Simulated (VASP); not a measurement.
**Li4Nb4O11 (a cell with a defect): single point with PBE**

Li4Nb4O11 (a cell with a defect):

```
Li Nb O
1.0
     5.22310    0.00000    0.00000
     0.00000    3.01556   -4.59846
     0.00000    6.03112    4.59846
Li Nb O
4 4 11
Direct
  0.00000 0.50000 0.25000
  0.50000 0.00000 0.75000
  0.00000 0.50000 0.75000
  0.50000 0.00000 0.25000
  0.50000 0.50000 0.50000
  0.00000 0.00000 0.00000
  0.00000 0.00000 0.50000
  0.50000 0.50000 0.00000
  0.88033 0.00000 0.25000
  0.38033 0.50000 0.75000
  0.80984 0.69016 0.94016
  0.80984 0.30984 0.55984
  0.30984 0.80984 0.05984
  0.11967 0.00000 0.75000
  0.61967 0.50000 0.25000
  0.69016 0.80984 0.55984
  0.19016 0.30984 0.05984
  0.26771 0.87061 0.44016
  0.69016 0.19016 0.94016
```

This cell differs from its parent crystal: atom 18 moved 0.375 of the way to it and +0.175 Å across, host rigid.

```json
{"Program": "VASP 6.6.1", "Task": "single point", "Functional": "PBE", "Potentials or basis": "VASP PAW PBE potentials, release 64 (Li_sv, Nb_sv, O)", "Cutoff": "520 eV", "k mesh": "4 × 4 × 4", "Occupations": "gaussian, width 0.05 eV", "Spin": "no spin polarisation", "Dipole correction": "no", "Charge": "2", "Further INCAR settings": "LREAL = Auto; ALGO = Normal; EDIFF = 1e-07; NBANDS = 80; NELECT = 128.0"}
```

```
Largest force : 10.972 eV/Å
```

Forces on the atoms (eV/Å):
```
Li   -0.534  -0.915  -0.759
Li   -0.013   0.474   0.498
Li   -0.306   0.703   0.504
Li    0.287  -0.977  -0.137
Nb    5.707   3.381  -1.755
Nb   -0.165  -0.490  -0.041
Nb  -10.248   3.915   0.169
Nb    0.388  -0.053  -0.205
O    -0.014   0.974   0.414
O    -0.387  -3.011  -1.804
O    -0.332  -0.012   0.172
O    -1.740   0.796  -2.522
O     0.109  -0.193   0.337
O    -0.169  -0.267  -0.609
O    -1.153   1.853   2.080
O    -0.017  -1.507   1.784
O     0.175   0.587   0.143
O     8.642  -5.563   2.090
O    -0.230   0.304  -0.360
```

Levels at points of the mesh, in eV from the Fermi level:
| k point | band 60 | band 61 | band 62 | band 63 | band 64 | band 65 | band 66 | band 67 | band 68 | band 69 |
| --- | --- | --- | --- | --- | --- | --- | --- | --- | --- | --- |
| (0.00, 0.00, 0.00) | -0.94 | -0.85 | -0.44 | -0.38 | -0.31 | 0.74 | 1.31 | 1.43 | 1.67 | 2.36 |
| (0.50, 0.00, 0.00) | -1.19 | -0.97 | -0.72 | -0.41 | -0.29 | 0.27 | 1.43 | 1.70 | 1.87 | 2.71 |
| (0.00, 0.50, 0.00) | -1.16 | -1.02 | -0.73 | -0.42 | -0.36 | 0.91 | 1.49 | 1.55 | 2.07 | 2.73 |
| (0.50, 0.50, 0.00) | -1.09 | -0.95 | -0.90 | -0.81 | -0.79 | 0.65 | 1.25 | 1.42 | 1.61 | 2.36 |
| (0.00, 0.00, 0.50) | -0.93 | -0.85 | -0.43 | -0.36 | -0.25 | 0.66 | 1.33 | 1.88 | 2.16 | 2.47 |
| (0.50, 0.00, 0.50) | -0.87 | -0.72 | -0.53 | -0.40 | -0.29 | 0.23 | 1.68 | 1.85 | 2.09 | 3.01 |
| (0.00, 0.50, 0.50) | -0.92 | -0.77 | -0.56 | -0.40 | -0.37 | 0.95 | 1.52 | 1.87 | 2.16 | 3.03 |
| (0.50, 0.50, 0.50) | -1.09 | -0.96 | -0.91 | -0.88 | -0.73 | 0.58 | 1.30 | 1.91 | 2.10 | 2.98 |

Wall time 13 min on 1 thread of Intel(R) Xeon(R) Platinum 8488C (Sapphire Rapids), with other jobs on the host, peak memory 0.53 GiB.

Caveat: the cell carries a net charge on a neutralising background, which shifts energy and pressure; the cell differs from its parent crystal (atom 18 moved 0.375 of the way to it and +0.175 Å across, host rigid); the cell is charged against a uniform background, so pressure and absolute levels hang on convention.
